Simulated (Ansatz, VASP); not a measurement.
**One calculation of SiNi, two programs**

Contents of INCAR:

```
SYSTEM = SiNi
ALGO = Normal ; EDIFF = 1E-7
EDIFFG = -0.04 ; ENCUT = 600
GGA = PE ; IBRION = 2
ISIF = 3 ; ISMEAR = 0
LASPH = .True. ; LCHARG = .False.
LREAL = .False. ; LWAVE = .False.
NELM = 60 ; NSW = 90
PREC = Accurate ; SIGMA = 0.1
```

File KPOINTS:

```
k-points
0
Gamma
  6 6 6
  0 0 0
```

File POSCAR:

```
SiNi
1.0
    2.6161446652      0.0000000000      0.0000000000
    0.0000000000      2.6161446652      0.0000000000
    0.0000000000      0.0000000000      3.3252524511
Si Ni
1 1
Direct
    0.0000000000      0.0000000000      0.0000000000
    0.5000000000      0.5000000000      0.5000000000
```

Input for Ansatz:

```yaml
crystal:
  lattice:
    - [2.6161446652, 0.0, 0.0]
    - [0.0, 2.6161446652, 0.0]
    - [0.0, 0.0, 3.3252524511]
  atoms:
    - { symbol: Si, position: [0.0, 0.0, 0.0] }
    - { symbol: Ni, position: [0.5, 0.5, 0.5] }
basis:
  ecutwfc: 420
kpoints:
  mp_grid: { grid: [6, 6, 6] }
hamiltonian:
  xc: pbe
scf:
  occupations: { method: gaussian, width: 0.1 }
  lower_state_search: "off"
output:
  forces: true
  stress: true
  eigenvalues: true
relax:
  adjacent_minimum: "off"
  f_tol: 0.04
  max_steps: 70
  cell: { stress_tol: 0.4 }
```

Alike in both runs: task relaxation of cell and atoms; functional PBE; k mesh 6 × 6 × 6; occupations gaussian, width 0.1 eV; no spin polarisation.

```csv
,VASP,Ansatz
version,VASP 6.6.1,Ansatz 0.2.0
potentials or method,"VASP PAW PBE potentials, release 64 (Si, Ni), cutoff 600 eV","scalar-relativistic, plane waves, PAW"
valence electrons in the cell,14,22
```

|  | VASP | Ansatz | Ansatz less VASP |
| --- | --- | --- | --- |
| gap on the k mesh at the Fermi level, each at its own relaxed structure (eV) | none | none | - |
| relaxed volume (Å³/atom) | 11.33 | 11.33 | -0.008 |
| relaxed cell length with the largest relative difference (Å) | 3.292 | 3.279 | -0.0133 |

A gap of «none» marks a metal or a gap that the smearing closes. VASP's potentials hold 14 valence electrons a cell and Ansatz's 22, so a difference there can come from the potentials and not from the codes.

The k mesh is coarse, so the values compare programs but aren't converged.
